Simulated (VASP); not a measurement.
Crystal: SnS2.

```
CELL_PARAMETERS angstrom
3.67431 0.00000 0.00000
-1.83715 3.18204 0.00000
0.00000 0.00000 6.22883
ATOMIC_POSITIONS crystal
Sn 0.00000 0.00000 0.00000
S 0.33333 0.66667 0.23465
S 0.66667 0.33333 0.76535
```

Base run:

* Program: VASP 6.6.1
* Functional: PBE
* Potentials or basis: VASP PAW PBE potentials, release 64 (Sn_d, S)
* Cutoff: 500 eV
* k mesh: 6 × 6 × 4
* Occupations: gaussian, width 0.1 eV
* Spin: no spin polarisation

Its results: band gap on the k mesh 1.60 eV (least direct gap 1.89 eV); pressure 2.1 GPa; largest force 0.231 eV/Å.

Q: The run is repeated on the same cell with these changes: functional from PBE to RPBE; dispersion from none to D3(BJ). What comes out?

A: Band gap on the k mesh 1.69 eV (least direct gap 1.97 eV); pressure -6.5 GPa; largest force 0.302 eV/Å.

Several settings changed at once.

Caveats: spin-orbit coupling is left out, which moves the levels of the heavy elements; this functional lacks dispersion, which binds layers or chains, so the pressure and a relaxed spacing across them are unreliable (at least some runs); three body term missing (at least some runs); the cell stands under tension (at least some runs); the dispersion term is far too large for a dense solid, which distorts pressure and volume (at least some runs); the PAW data sets were made with another functional, which shifts forces and pressure a little (at least some runs).

A k mesh can miss the band edges.
